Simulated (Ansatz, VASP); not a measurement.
# BaTe: VASP beside Ansatz

```xyz
2
Lattice="0.0000 3.6384 3.6384 3.6384 0.0000 3.6384 3.6384 3.6384 0.0000" Properties=species:S:1:pos:R:3 pbc="T T T"
Ba    0.0000    0.0000    0.0000
Te    3.6384    3.6384    3.6384
```

Change from the starting cell: hydrostatic strain +3.0%.

Alike in both runs: task single point; functional r2SCAN; k mesh 6 × 6 × 6; no spin polarisation.

```csv
,VASP,Ansatz
version,VASP 6.6.1,Ansatz 0.2.0
potentials or method,"VASP PAW PBE potentials, release 64 (Ba_sv, Te)","plane waves, PAW"
plane-wave cutoff (eV),520,500
occupations,"gaussian, width 0.01 eV",fixed
valence electrons in the cell,16,26
```

```tsv
	VASP	Ansatz	Ansatz less VASP
gap on the k mesh at the Fermi level (eV)	2.09	2.15	+0.058
pressure (GPa)	-2.0	-2.3	-0.23
```

VASP's potentials were made for PBE, not for r2SCAN. VASP's potentials hold 16 valence electrons a cell and Ansatz's 26, so a difference there can come from the potentials and not from the codes.

Neither program's run includes spin-orbit coupling.
